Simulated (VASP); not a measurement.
# B2SbP3 (P4/mmm) in VASP: a series of runs, part 2 of 2

VASP 6.6.1. The steps go on from the part before.

## Step 5: Relaxation of cell and atoms, PBE

This run uses another cell than the first one, of 18.81 Å³/atom.

Contents of INCAR:

```
ALGO     = Normal         # electronic algorithm
EDIFF    = 1E-7           # SCF threshold, eV
EDIFFG   = -0.04          # ionic threshold
ENCUT    = 600            # plane-wave cutoff, eV
GGA      = PE             # functional
IBRION   = 2              # ionic algorithm
ISIF     = 3              # what is computed and relaxed
ISMEAR   = 0              # smearing method
LASPH    = True           # aspherical terms in the spheres
LCHARG   = False          # write CHGCAR
LREAL    = False          # projectors in reciprocal space
LWAVE    = False          # write WAVECAR
NELM     = 100            # most SCF steps
NSW      = 90             # ionic steps
PREC     = Accurate       # precision mode
SIGMA    = 0.1            # smearing width, eV
```

Contents of KPOINTS:

```
k-points
0
Gamma
  4 4 4
```

Contents of POSCAR:

```
B2SbP3
1.0
    4.5096082200      0.0000000000      0.0000000000
    0.0000000000      4.5096082200      0.0000000000
    0.0000000000      0.0000000000      5.5484818200
B Sb P
2 1 3
Direct
    0.0000000000      0.5000000000      0.0000000000
    0.5000000000      0.0000000000      0.0000000000
    0.0000000000      0.0000000000      0.5000000000
    0.0000000000      0.5000000000      0.5000000000
    0.5000000000      0.0000000000      0.5000000000
    0.5000000000      0.5000000000      0.5000000000
```

Run with:

```console
$ cat potpaw_PBE.64/B/POTCAR potpaw_PBE.64/Sb/POTCAR potpaw_PBE.64/P/POTCAR > POTCAR
$ mpirun -np 1 vasp_std > vasp.out
```

Wall time 9.2 min (1 thread of AMD EPYC 7R13, shared host); peak memory 0.25 GiB.

The run converged. Its results:

```yaml
Free_energy: -27.0486 eV
Relaxed_volume: 17.66 Å³/atom
Relaxed_cell: a = 5.391 Å, b = 5.391 Å, c = 3.647 Å, α = 90.00°, β = 90.00°, γ = 90.00°
Space_group_after_relaxing_to_0.1_Å: P4/mmm (No. 123)
Energy_gained_by_relaxing: 1238.1 meV/atom
Ionic_steps: 14
Pressure_after_relaxing: 0.1 GPa
Band_gap_on_the_k_mesh: zero (bands 13 and 14 overlap by 2.26 eV)
```

Stress tensor (GPa, compression positive):
```
0.13 0.00 0.00
0.00 0.13 0.00
0.00 0.00 0.01
```

Step by step:
```
step  energy change (eV)  largest force (eV/Å)  pressure (GPa)  volume (Å³)
   1              0.0000                0.0000           17.54       112.84
   2             -3.6579                0.0000           -8.62       146.99
   3             -3.6472                0.0000           -7.72       144.46
   4             -5.5058                0.0000           -8.28       128.70
   5             -6.5982                0.0000           -8.98       118.97
   6             -5.7729                0.0000           20.22        98.20
   7             -7.1595                0.0000           -6.13       113.96
   8             -7.3338                0.0000            1.48       106.20
   9             -7.4101                0.0000           -1.49       108.98
  10             -7.4041                0.0000           -2.20       109.75
  11             -7.4231                0.0000           -0.61       106.42
  12             -7.4233                0.0000           -0.76       106.73
  13             -7.4261                0.0000            0.67       105.44
  14             -7.4285                0.0000            0.09       105.98
```

Final structure:
```cif
data_structure
_symmetry_space_group_name_H-M 'P 1'
_symmetry_Int_Tables_number 1
_cell_length_a 5.3910
_cell_length_b 5.3910
_cell_length_c 3.6466
_cell_angle_alpha 90.000
_cell_angle_beta 90.000
_cell_angle_gamma 90.000
_cell_volume 105.98
loop_
_atom_site_label
_atom_site_type_symbol
_atom_site_fract_x
_atom_site_fract_y
_atom_site_fract_z
_atom_site_occupancy
B1 B 0.00000 0.50000 0.00000 1
B2 B 0.50000 0.00000 0.00000 1
Sb1 Sb 0.00000 0.00000 0.50000 1
P1 P 0.00000 0.50000 0.50000 1
P2 P 0.50000 0.00000 0.50000 1
P3 P 0.50000 0.50000 0.50000 1
```

Levels at points of the mesh, in eV from the Fermi level:
| k point | band 11 | band 12 | band 13 | band 14 | band 15 | band 16 |
| --- | --- | --- | --- | --- | --- | --- |
| (0.00, 0.00, 0.00) | -1.15 | -0.02 | 0.76 | 2.31 | 2.31 | 2.35 |
| (0.50, 0.00, 0.00) | -1.44 | -1.27 | 0.43 | 0.67 | 1.17 | 1.76 |
| (0.50, 0.50, 0.00) | -1.98 | -1.00 | -0.81 | -0.81 | 0.63 | 0.63 |
| (0.00, 0.00, 0.50) | -2.15 | -1.82 | -1.82 | -1.50 | 0.03 | 0.03 |
| (0.50, 0.00, 0.50) | -1.56 | -1.51 | -1.17 | -0.90 | 0.47 | 0.90 |
| (0.50, 0.50, 0.50) | -1.07 | -1.07 | -0.34 | -0.03 | -0.03 | 0.23 |

Caveat: a cell axis changed by over 15 % at a fixed basis, so the end point is rough; spin-orbit coupling is left out, which moves the levels of the heavy elements.

## Step 6: Single point, PBE

This run uses another cell than the first one, of 17.42 Å³/atom.

Contents of INCAR:

```
ALGO     = Normal         # electronic algorithm
EDIFF    = 1E-7           # SCF threshold, eV
ENCUT    = 520            # plane-wave cutoff, eV
GGA      = PE             # functional
ISIF     = 2              # what is computed and relaxed
ISMEAR   = 0              # smearing method
LASPH    = True           # aspherical terms in the spheres
LCHARG   = False          # write CHGCAR
LREAL    = False          # projectors in reciprocal space
LWAVE    = False          # write WAVECAR
NBANDS   = 22             # bands
NELM     = 100            # most SCF steps
PREC     = Accurate       # precision mode
SIGMA    = 0.1            # smearing width, eV
```

Contents of KPOINTS:

```
k-points
0
Gamma
  8 8 10
```

POSCAR: that of step 5 with these lines changed.

```diff
@@ -2,5 +2,5 @@
 1.0
-    4.5096082200      0.0000000000      0.0000000000
-    0.0000000000      4.5096082200      0.0000000000
-    0.0000000000      0.0000000000      5.5484818200
+    5.2977027329      0.0000000000      0.0000000000
+    0.0000000000      5.2977027329      0.0000000000
+    0.0000000000      0.0000000000      3.7245720874
 B Sb P
```

Potentials or basis: VASP PAW PBE potentials, release 64 (B, Sb, P).

Run with:

```console
$ cat potpaw_PBE.64/B/POTCAR potpaw_PBE.64/Sb/POTCAR potpaw_PBE.64/P/POTCAR > POTCAR
$ mpirun -np 1 vasp_std > vasp.out
```

It took 3.3 min on 1 thread of AMD EPYC 7R13, shared host; peak memory 0.3 GiB.

It converged, with:

- Free energy: -26.7741 eV
- Pressure: -0.1 GPa
- Band gap on the k mesh: zero (bands 13 and 14 overlap by 1.95 eV)

Stress tensor (GPa, compression positive):
```
-0.06  0.00  0.00
 0.00 -0.06  0.00
 0.00  0.00 -0.15
```

Levels at points of the mesh, in eV from the Fermi level:
| k point | band 9 | band 10 | band 11 | band 12 | band 13 | band 14 | band 15 | band 16 | band 17 | band 18 |
| --- | --- | --- | --- | --- | --- | --- | --- | --- | --- | --- |
| (0.00, 0.00, 0.00) | -4.56 | -4.56 | -1.55 | -0.32 | 0.80 | 2.19 | 2.37 | 2.37 | 2.38 | 3.26 |
| (0.50, 0.00, 0.00) | -2.70 | -2.39 | -1.61 | -1.55 | 0.41 | 0.87 | 1.43 | 1.43 | 2.57 | 3.10 |
| (0.50, 0.50, 0.00) | -2.07 | -2.07 | -1.70 | -0.71 | -0.71 | -0.57 | -0.01 | 0.64 | 0.64 | 0.74 |
| (0.00, 0.00, 0.50) | -3.51 | -3.51 | -1.98 | -1.76 | -1.76 | -1.15 | 0.26 | 0.26 | 3.41 | 4.33 |
| (0.50, 0.00, 0.50) | -3.33 | -2.81 | -1.48 | -1.42 | -1.07 | -0.76 | 0.74 | 1.09 | 1.72 | 1.96 |
| (0.50, 0.50, 0.50) | -1.61 | -1.41 | -0.92 | -0.92 | -0.05 | 0.00 | 0.00 | 0.48 | 0.86 | 1.21 |

Caveat: spin-orbit coupling is left out, which moves the levels of the heavy elements.

## Step 7: The runs side by side

| task | cell | k mesh | cutoff (eV) | gap on the mesh (eV) | pressure (GPa) |
| --- | --- | --- | --- | --- | --- |
| single point | a = 5.397, b = 5.397, c = 3.648 Å, 6 atoms | 4 × 4 × 4 | 520 | none | -0.1 |
| single point | a = 4.510, b = 4.510, c = 5.548 Å, 6 atoms | 4 × 4 × 4 | 520 | none | 17.5 |
| single point | a = 5.285, b = 5.285, c = 3.695 Å, 6 atoms | 4 × 4 × 6 | 520 | none | -0.1 |
| relaxation of cell and atoms | relaxed from a = 4.510, b = 4.510, c = 5.548 Å, 6 atoms | 4 × 4 × 4 | 600 | none | 0.1 |
| single point | a = 5.298, b = 5.298, c = 3.725 Å, 6 atoms | 8 × 8 × 10 | 520 | none | -0.1 |

Alike in all rows: level PBE; potentials or basis VASP PAW PBE potentials, release 64 (B, Sb, P); no spin polarisation; smearing gaussian 0.1 eV.

Caveats: some runs use coarse meshes; spin-orbit coupling is left out, which moves the levels of the heavy elements; the cell stands under pressure (at least some runs); a cell axis changed by over 15 % at a fixed basis, so the end point is rough (at least some runs).

Total energies depend on the potentials used, so only differences within one code and one set of settings carry meaning.
